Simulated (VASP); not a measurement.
Set up this calculation in VASP 6.6.1, as the native input.

| Property | Result |
| --- | --- |
| Task | single point |
| Functional | PBE |
| Potentials or basis | VASP PAW PBE potentials, release 64 (Ti_sv, O) |
| Cutoff | 520 eV |
| k mesh | 2 × 2 × 1, shifted |
| Occupations | fermi-dirac, width 0.3705 eV |
| Spin | no spin polarisation |
| Hubbard terms | Ti d U = 4.0 eV |
| Dipole correction | no |
| Further INCAR settings | ALGO = Normal; EDIFF = 1e-06; NBANDS = 87 |

The structure of TiO2 lies in POSCAR:

```
TiO2
1.0
    3.0027576444     -5.2009288029      0.0000000000
    0.0000000000      0.0000000000     -6.6000635790
    9.0082729331      5.2009288029      0.0000000000
Ti O
6 12
Direct
    0.2902819314      0.7174603613      0.2258503630
    0.7362721862      0.7308620504      0.7774707890
   -0.0728644295      0.3703946137      0.4684748402
    0.4553572162      0.4279504229     -0.0256616738
    0.7332531799      1.0914944854      0.1979016868
    0.2020804833      1.0230715082      0.7610733306
    1.1665895193      0.8840411808      0.1364629394
    0.4141315758      0.8534854146      0.8150745764
    0.1043208829      0.5888872059      0.3669739689
    0.7141139271      0.5921544472      0.9294479651
    0.9164153877      0.1506014280      0.3359004231
    0.3452382358      0.3148124219      0.8372392027
    0.6044396629      0.1902090768      0.0579305474
    0.0254559792      0.2890373672      0.6433484983
    0.3029647576      0.5193899966      0.0989017834
    0.6726170039      0.4747516388      0.5041495949
    0.5380398855      0.8220592022      0.3077837052
    1.0261321563      0.7978583747      0.7226046404
```

This cell differs from its parent crystal: dynamics (nvt langevin) at 4300 K, volume x 1.12, from the last frame before.

The input as run:

INCAR

```
SYSTEM = TiO2
PREC = Accurate
ENCUT = 520
EDIFF = 1E-6
ISMEAR = -1
SIGMA = 0.3705
LREAL = .FALSE.
LASPH = .TRUE.
NELM = 200
ALGO = Normal
ISIF = 2
LWAVE = .FALSE.
LCHARG = .FALSE.
LMAXMIX = 4
LDAU = .TRUE.
LDAUTYPE = 2
LDAUL = 2 -1
LDAUU = 4 0
LDAUJ = 0 0
LDAUPRINT = 1
GGA = PE
NBANDS = 87
GGA_COMPAT = .FALSE.
```

KPOINTS

```
Automatic mesh
0
Gamma
  2 2 1
  0.5 0.5 0
```

Potentials or basis: VASP PAW PBE potentials, release 64 (Ti_sv, O).

Launch:

```console
$ cat potpaw_PBE.64/Ti_sv/POTCAR potpaw_PBE.64/O/POTCAR > POTCAR
$ mpirun -np 1 vasp_std > vasp.out
```

It gave:

| Property | Result |
| --- | --- |
| Pressure | -3.7 GPa |
| Largest force | 6.178 eV/Å |
| Band gap on the k mesh | 0.95 eV |

Caveat: the k points lie up to 0.60 Å⁻¹ apart; the atoms stand as in a frame of molecular dynamics; so wide a smearing shifts energies and pressures; a shifted mesh leaves out Γ, where band edges can lie; forces of over 1 eV/Å act on the atoms, so gaps and moduli don't describe the material at rest.

Wall time 5.3 min on 1 thread of Oxide Virtual Turin-like Processor (shared host), peak memory 0.39 GiB.
